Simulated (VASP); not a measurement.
Wanted: the native input for a VASP 6.6.1 run.

```yaml
Task: single point
Functional: PBE
Potentials_or_basis: VASP PAW PBE potentials, release 64 (Cd, Te)
Cutoff: 520 eV
k_mesh: 6 × 6 × 6
Occupations: gaussian, width 0.1 eV
Spin: no spin polarisation
Dipole_correction: no
Further_INCAR_settings: ALGO = Fast; EDIFF = 1e-06; NBANDS = 48
```

The structure of Cd6Te lies in POSCAR:

```
Cd6Te
1.0
    5.3034386209      0.0000000000      0.0000000000
   -2.6517193105      4.5929125731      0.0000000000
    0.0000000000      0.0000000000      7.8737848405
Cd Te
6 1
Direct
    0.3457434478      0.3457434478      0.1800599844
    0.0000000000      0.6542565522      0.1800599844
    0.6542565522      0.0000000000      0.1800599844
    0.0000000000      0.3457434478      0.8199400156
    0.3457434478      0.0000000000      0.8199400156
    0.6542565522      0.6542565522      0.8199400156
    0.0000000000      0.0000000000      0.5000000000
```

The cell was generated, and may not be a known phase.

These files were run (other wordings do the same):

INCAR

```
SYSTEM = Cd6Te
PREC = Accurate
ENCUT = 520
EDIFF = 1E-6
ISMEAR = 0
SIGMA = 0.1
LREAL = .FALSE.
LASPH = .TRUE.
NELM = 60
ALGO = Fast
ISIF = 2
LWAVE = .FALSE.
LCHARG = .FALSE.
GGA = PE
NBANDS = 48
```

KPOINTS

```
Automatic mesh
0
G
  6 6 6
  0 0 0
```

Potentials or basis: VASP PAW PBE potentials, release 64 (Cd, Te).

Command:

```bash
$ cat potpaw_PBE.64/Cd/POTCAR potpaw_PBE.64/Te/POTCAR > POTCAR
$ mpirun -np 1 vasp_std > vasp.out
```

Results of the run:

```json
{"Pressure": "0.2 GPa", "Band gap on the k mesh": "zero (bands 39 and 40 overlap by 1.28 eV)"}
```

Caveat: spin-orbit coupling is left out, which moves the levels of the heavy elements.

Wall time 2.2 min on 1 thread of Intel(R) Xeon(R) 6975P-C (Granite Rapids) (shared host), peak memory 0.44 GiB.
